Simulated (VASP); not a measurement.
A run of VASP 6.6.1:

Contents of INCAR:

```
  PREC = Accurate
  ENCUT = 520
  EDIFF = 1E-6
  ISMEAR = 0
  SIGMA = 0.1
  LREAL = False
  LASPH = True
  NELM = 80
  ALGO = Normal
  ISIF = 2
  LWAVE = False
  LCHARG = True
  GGA = PE
  LELF = True
  LVHAR = True
  NBANDS = 16
```

Contents of KPOINTS:

```
Automatic mesh
0
Gamma
  16 16 16
```

Contents of POSCAR:

```
InAs
1.0
    3.5785878008      0.0000000000      0.0000000000
    0.0000000000      3.5785878008      0.0000000000
    0.0000000000      0.0000000000      3.5785878008
In As
1 1
Direct
    0.0000000000      0.0000000000      0.0000000000
    0.5000000000      0.5000000000      0.5000000000
```

Potentials or basis: VASP PAW PBE potentials, release 64 (In_d, As).

Run with:

```console
$ cat potpaw_PBE.64/In_d/POTCAR potpaw_PBE.64/As/POTCAR > POTCAR
$ mpirun -np 1 vasp_std > vasp.out
```

Hardware: 1 thread of Intel(R) Xeon(R) Platinum 8259CL CPU @ 2.50GHz (Skylake/Cascade Lake) (shared host).

Question: How long does it take, and how much memory?

Answer: It took 75 s on 1 thread of Intel(R) Xeon(R) Platinum 8259CL CPU @ 2.50GHz (Skylake/Cascade Lake), with other jobs on the host, peak memory 0.25 GiB. Counts: scf iterations 11, k points 165.
